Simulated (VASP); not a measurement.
# HfC: relaxation of cell and atoms with PBEsol

The system is HfC.

```
CELL_PARAMETERS angstrom
0.00000 2.32500 2.32500
2.32500 0.00000 2.32500
2.32500 2.32500 0.00000
ATOMIC_POSITIONS crystal
Hf 0.50000 0.50000 0.50000
C 0.00000 0.00000 0.00000
```

* Program: VASP 6.6.1
* Task: relaxation of cell and atoms
* Functional: PBEsol
* Potentials or basis: VASP PAW PBE potentials, release 64 (Hf_pv, C)
* Cutoff: 600 eV
* k mesh: 10 × 10 × 10
* Occupations: fermi-dirac, width 0.05 eV
* Spin: no spin polarisation
* Dipole correction: no
* Further INCAR settings: ALGO = Normal; EDIFF = 1e-06; IBRION = 2; EDIFFG = -0.01; NSW = 60; ISIF = 3

| Property | Result |
| --- | --- |
| Relaxed volume | 12.20 Å³/atom |
| Relaxed cell | a = 3.256 Å, b = 3.256 Å, c = 3.256 Å, α = 60.00°, β = 60.00°, γ = 60.00° |
| Space group after relaxing (to 0.05 Å) | Fm-3m (No. 225) |
| Energy gained by relaxing | 8.2 meV/atom |
| Ionic steps | 4 |
| Pressure after relaxing | 0.1 GPa |
| Band gap on the k mesh | zero (band 7 reaches 7.08 eV, above the bottom of band 8 at 5.64 eV) |

The path:
```csv
step,energy change (eV),largest force (eV/Å),pressure (GPa),volume (Å³)
1,0.0000,0.0000,-7.04,25.14
2,0.0371,0.0000,14.57,23.18
3,-0.0164,0.0000,-0.18,24.42
4,-0.0164,0.0000,0.05,24.40
```

Final structure:
```
CELL_PARAMETERS angstrom
0.00000 2.30218 2.30218
2.30218 0.00000 2.30218
2.30218 2.30218 0.00000
ATOMIC_POSITIONS crystal
Hf 0.50000 0.50000 0.50000
C 0.00000 0.00000 0.00000
```

Levels at points of the mesh, in eV from the Fermi level:
```csv
k point,band 5,band 6,band 7,band 8,band 9,band 10
"(0.00, 0.00, 0.00)",1.02,1.02,1.02,1.33,1.33,1.33
"(0.50, 0.00, 0.00)",-6.33,-3.11,-3.11,5.45,5.45,5.94
"(0.50, 0.50, 0.00)",-2.57,-1.95,-0.07,-0.07,5.45,6.94
```

It took 24 s on 1 thread of Intel(R) Xeon(R) 6975P-C (Granite Rapids) (shared host), peak memory 0.17 GiB.

Caveat: the PAW data sets were made with another functional, which shifts forces and pressure a little; spin-orbit coupling is left out, which moves the levels of the heavy elements.
